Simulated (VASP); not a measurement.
# GaSb2 (Pn-3m) in VASP: a series of runs, part 2 of 2

VASP 6.6.1. Earlier steps stand in the parts before.

### 4 Single point, PBE

This run uses another cell than the first one, of 35.49 Å³/atom.

Input file INCAR:

```
SYSTEM = GaSb2
ALGO = Normal ; EDIFF = 1E-6
ENCUT = 520 ; GGA = PE
ISIF = 2 ; ISMEAR = 0
LASPH = .TRUE. ; LCHARG = .FALSE.
LREAL = .FALSE. ; LWAVE = .FALSE.
NBANDS = 32 ; NELM = 60
PREC = Accurate ; SIGMA = 0.1
```

Input file KPOINTS:

```
k-points
0
G
  6 6 6
  0 0 0
```

Input file POSCAR:

```
GaSb2
1.0
    5.9712652969      0.0000000000      0.0000000000
    0.0000000000      5.9712652969      0.0000000000
    0.0000000000      0.0000000000      5.9712652969
Ga Sb
2 4
Direct
    0.0000000000      0.0000000000      0.0000000000
    0.5000000000      0.5000000000      0.5000000000
    0.2500000000      0.2500000000      0.2500000000
    0.2500000000      0.7500000000      0.7500000000
    0.7500000000      0.7500000000      0.2500000000
    0.7500000000      0.2500000000      0.7500000000
```

Potentials or basis: VASP PAW PBE potentials, release 64 (Ga_d, Sb).

On the command line:

```console
$ cat potpaw_PBE.64/Ga_d/POTCAR potpaw_PBE.64/Sb/POTCAR > POTCAR
$ mpirun -np 1 vasp_std > vasp.out
```

OUTCAR:

```text
SYSTEM = GaSb2
   EDIFF = 1E-6
   ENCUT = 520
   GGA = PE
   ISIF = 2
   ISMEAR = 0
   LASPH = .TRUE.
   LREAL = .FALSE.
   NELM = 60
   PREC = Accurate

 ion  position               nearest neighbor table
   1  0.000  0.000  0.000-   3 2.59   4 2.59   5 2.59   6 2.59
   2  0.500  0.500  0.500-   3 2.59   4 2.59   5 2.59   6 2.59
   3  0.250  0.250  0.250-   1 2.59   2 2.59
   4  0.250  0.750  0.750-   1 2.59   2 2.59
   5  0.750  0.750  0.250-   1 2.59   2 2.59
   6  0.750  0.250  0.750-   1 2.59   2 2.59

  LATTYP: Found a simple cubic cell.
 ALAT       =     5.9712652969

  Lattice vectors:

 A1 = (   5.9712652969,   0.0000000000,   0.0000000000)
 A2 = (   0.0000000000,   5.9712652969,   0.0000000000)
 A3 = (   0.0000000000,   0.0000000000,   5.9712652969)

Analysis of symmetry for initial positions (statically):
=====================================================================
 Subroutine PRICEL returns:
[... 175 lines left out ...]
  energy without entropy =      -18.04028886  energy(sigma->0) =      -18.05882870

 E-fermi :   3.6204     XC(G=0):  -8.5061

 val. band max:        3.6185833080   @ k =   0.5000   0.3333   0.1667
 cond. band min:       3.6632133572   @ k =   0.3333   0.3333   0.1667
 fundamental gap:      0.0446300492
 Fermi energy:         3.6204270420

 k-point     1 :       0.0000    0.0000    0.0000
  band No.  band energies     occupation
      1     -11.6100      2.00000
      2     -11.6100      2.00000
      3     -11.6100      2.00000
      4     -11.6011      2.00000
      5     -11.6011      2.00000
      6     -11.6011      2.00000
[... 689 lines left out ...]
     31       8.8573      0.00000
     32       8.8573      0.00000

------------------------ aborting loop because EDIFF is reached ----------------------------------------

  FORCE on cell =-STRESS in cart. coord.  units (eV):
  Direction    XX          YY          ZZ          XY          YZ          ZX
  --------------------------------------------------------------------------------------
  -------------------------------------------------------------------------------------
  Total       -0.0298147     -0.0298147     -0.0298147      0.0000000     -0.0000000      0.0000000
  in kB       -0.2243580     -0.2243580     -0.2243580      0.0000000     -0.0000000      0.0000000
  external PRESSURE =      -0.2243580 kB  Pullay stress =       0.0000000 kB

 VOLUME and BASIS-vectors are now :
 -----------------------------------------------------------------------------
  energy-cutoff  :      520.00
  volume of cell :      212.91
      direct lattice vectors                 reciprocal lattice vectors
     5.971265297  0.000000000  0.000000000     0.167468694  0.000000000  0.000000000
     0.000000000  5.971265297  0.000000000     0.000000000  0.167468694  0.000000000
     0.000000000  0.000000000  5.971265297     0.000000000  0.000000000  0.167468694

 POSITION                                       TOTAL-FORCE (eV/Angst)
 -----------------------------------------------------------------------------------
      0.00000      0.00000      0.00000         0.000000      0.000000      0.000000
      2.98563      2.98563      2.98563        -0.000000     -0.000000     -0.000000
      1.49282      1.49282      1.49282         0.000000     -0.000000      0.000000
      1.49282      4.47845      4.47845         0.000000     -0.000000     -0.000000
      4.47845      4.47845      1.49282        -0.000000     -0.000000     -0.000000
      4.47845      1.49282      4.47845        -0.000000      0.000000      0.000000
 -----------------------------------------------------------------------------------
    total drift:                               -0.000000     -0.000000     -0.000000

  FREE ENERGIE OF THE ION-ELECTRON SYSTEM (eV)
  ---------------------------------------------------
  free  energy   TOTEN  =       -18.0773685316 eV

  energy  without entropy=      -18.0402888600  energy(sigma->0) =      -18.05882870
```

stdout:

```text
POSCAR found type information on POSCAR GaSb
 POSCAR found :  2 types and       6 ions
 scaLAPACK will be used
 LDA part: xc-table for (Slater+PW92), standard interpolation
 POSCAR, INCAR and KPOINTS ok, starting setup
 FFT: planning ... GRIDC
 FFT: planning ... GRID_SOFT
 FFT: planning ... GRID
 WAVECAR not read
 entering main loop
```

It took 2.7 min on 1 thread of Intel Xeon 8259CL, shared host; peak memory 0.38 GiB.

Results:

| Property | Result |
| --- | --- |
| Free energy | -18.0774 eV |
| Pressure | 0.0 GPa |
| Band gap on the k mesh | zero (bands 23 and 24 overlap by 1.21 eV) |

Caveat: spin-orbit coupling is left out, which moves the levels of the heavy elements.

### 5 Relaxation of cell and atoms, PBE

Input file INCAR:

```
PREC = Accurate
ENCUT = 600
EDIFF = 1E-7
ISMEAR = 0
SIGMA = 0.1
LREAL = False
LASPH = True
NELM = 100
ALGO = Normal
ISIF = 3
LWAVE = False
LCHARG = False
GGA = PE
IBRION = 2
NSW = 90
EDIFFG = -0.04
```

Input file KPOINTS:

```
Automatic mesh
0
Gamma
  4 4 4
```

Changes to POSCAR since step 4:

```diff
@@ -2,5 +2,5 @@
 1.0
-    5.9712652969      0.0000000000      0.0000000000
-    0.0000000000      5.9712652969      0.0000000000
-    0.0000000000      0.0000000000      5.9712652969
+    5.4916553821      0.0000000000      0.0000000000
+    0.0000000000      5.4916553821      0.0000000000
+    0.0000000000      0.0000000000      5.4916553821
 Ga Sb
```

On the command line:

```console
$ cat potpaw_PBE.64/Ga_d/POTCAR potpaw_PBE.64/Sb/POTCAR > POTCAR
$ mpirun -np 1 vasp_std > vasp.out
```

Run time: 3.9 min. Hardware: 1 thread of Intel Xeon 8259CL, shared host; peak memory 0.35 GiB.

It converged, with:

| Property | Result |
| --- | --- |
| Free energy | -18.0662 eV |
| Relaxed volume | 35.21 Å³/atom |
| Relaxed cell | a = 5.956 Å, b = 5.956 Å, c = 5.956 Å, α = 90.00°, β = 90.00°, γ = 90.00° |
| Space group after relaxing (to 0.1 Å) | Pn-3m (No. 224) |
| Energy gained by relaxing | 253.7 meV/atom |
| Ionic steps | 3 |
| Pressure after relaxing | 0.0 GPa |
| Band gap on the k mesh | zero (bands 23 and 24 overlap by 1.27 eV) |

Step by step:
```
step  energy change (eV)  largest force (eV/Å)  pressure (GPa)  volume (Å³)
   1              0.0000                0.0000           13.25       165.62
   2             -1.4408                0.0000           -1.59       226.58
   3             -1.5220                0.0000            0.04       211.25
```

Final structure:
```xyz
6
Lattice="5.9557 0.0000 0.0000 0.0000 5.9557 0.0000 0.0000 0.0000 5.9557" Properties=species:S:1:pos:R:3 pbc="T T T"
Ga    0.0000    0.0000    0.0000
Ga    2.9779    2.9779    2.9779
Sb    1.4889    1.4889    1.4889
Sb    1.4889    4.4668    4.4668
Sb    4.4668    4.4668    1.4889
Sb    4.4668    1.4889    4.4668
```

Levels at points of the mesh, in eV from the Fermi level:
| k point | band 20 | band 21 | band 22 | band 23 | band 24 | band 25 |
| --- | --- | --- | --- | --- | --- | --- |
| (0.00, 0.00, 0.00) | -2.40 | -2.12 | 0.03 | 0.03 | 0.03 | 1.35 |
| (0.50, 0.00, 0.00) | -1.49 | -1.03 | -1.03 | 0.00 | 0.00 | 0.13 |
| (0.50, 0.50, 0.00) | -1.95 | -1.60 | -1.60 | 0.32 | 0.32 | 1.00 |
| (0.50, 0.50, 0.50) | -0.61 | -0.61 | -0.61 | 0.93 | 0.93 | 1.17 |

Caveat: the volume moved by over 15 % at a fixed basis, so the end points are rough; spin-orbit coupling is left out, which moves the levels of the heavy elements.

### 6 Summary

```tsv
task	cell	k mesh	cutoff (eV)	gap on the mesh (eV)	pressure (GPa)
single point	a = 5.492 Å, 6 atoms	4 × 4 × 4	520	none	13.3
single point	a = 5.952 Å, 6 atoms	4 × 4 × 4	520	none	0.1
single point	a = 5.971 Å, 6 atoms	6 × 6 × 6	520	none	0.0
relaxation of cell and atoms	relaxed from a = 5.492 Å, 6 atoms	4 × 4 × 4	600	none	0.0
```

Alike in all rows: level PBE; potentials or basis VASP PAW PBE potentials, release 64 (Ga_d, Sb); no spin polarisation; smearing gaussian 0.1 eV.

Caveats: spin-orbit coupling is left out, which moves the levels of the heavy elements; the cell stands under pressure (at least some runs); the volume moved by over 15 % at a fixed basis, so the end points are rough (at least some runs).

Absolute energies hang on the potentials; compare differences alone.

The gap in the log of VASP goes by the Fermi energy; the results here count the filled bands.